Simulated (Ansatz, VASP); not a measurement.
# One calculation of InAs, two programs

```
In As
1.0
     0.00000    2.96967    2.96967
     2.96967    0.00000    2.96967
     2.96967    2.96967    0.00000
In As
1 1
Direct
  0.00000 0.00000 0.00000
  0.25000 0.25000 0.25000
```

Change from the starting cell: hydrostatic strain -2.8%.

Alike in both runs: task single point; functional r2SCAN; k mesh 8 × 8 × 8; occupations fermi-dirac, width 0.02 eV; no spin polarisation.

```csv
,VASP,Ansatz
version,VASP 6.6.1,Ansatz 0.2.0
potentials or method,"VASP PAW PBE potentials, release 64 (In_d, As_d)","plane waves, PAW"
plane-wave cutoff (eV),560,500
valence electrons in the cell,28,28
```

|  | VASP | Ansatz | Ansatz less VASP |
| --- | --- | --- | --- |
| pressure (GPa) | 5.9 | 5.9 | 0.00 |

VASP's potentials were made for PBE, not for r2SCAN.
